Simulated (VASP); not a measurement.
The system is MgS.

```
Mg S
1.0
     4.05378    0.00000    0.00000
    -2.02689    3.51068    0.00000
     0.00000    0.00000    6.49150
Mg S
2 2
Direct
  0.33333 0.66667 0.99706
  0.66667 0.33333 0.49706
  0.33333 0.66667 0.37794
  0.66667 0.33333 0.87794
```

```yaml
Program: VASP 6.6.1
Task: relaxation of cell and atoms
Functional: LDA
Potentials_or_basis: VASP PAW LDA potentials, release 64 (Mg, S)
Cutoff: 600 eV
k_mesh: 6 × 6 × 4
Occupations: fermi-dirac, width 0.02 eV
Spin: no spin polarisation
```

At the start: pressure -3.3 GPa; volume 23.10 Å³/atom.

Problem. How do energy, volume and symmetry change on relaxing?

Solution. Over 8 steps the energy falls by 14.4 meV/atom and the volume is 21.76 Å³/atom (-5.8 %); space group P6_3mc (No. 186, to 0.1 Å) before and after.

Step by step:
```csv
step,energy change (eV),largest force (eV/Å),pressure (GPa),volume (Å³)
1,0.0000,0.0060,-3.29,92.38
2,-0.0557,0.0077,0.66,86.18
3,-0.0575,0.0052,0.00,87.06
4,-0.0575,0.0049,-0.07,87.17
5,-0.0575,0.0066,-0.07,87.16
6,-0.0575,0.0117,-0.06,87.15
7,-0.0575,0.0085,-0.04,87.11
8,-0.0575,0.0021,0.02,87.02
```

Final structure:
```
Mg S
1.0
     3.97609    0.00000    0.00000
    -1.98804    3.44339    0.00000
     0.00000    0.00000    6.35618
Mg S
2 2
Direct
  0.33333 0.66667 0.99682
  0.66667 0.33333 0.49682
  0.33333 0.66667 0.37818
  0.66667 0.33333 0.87818
```
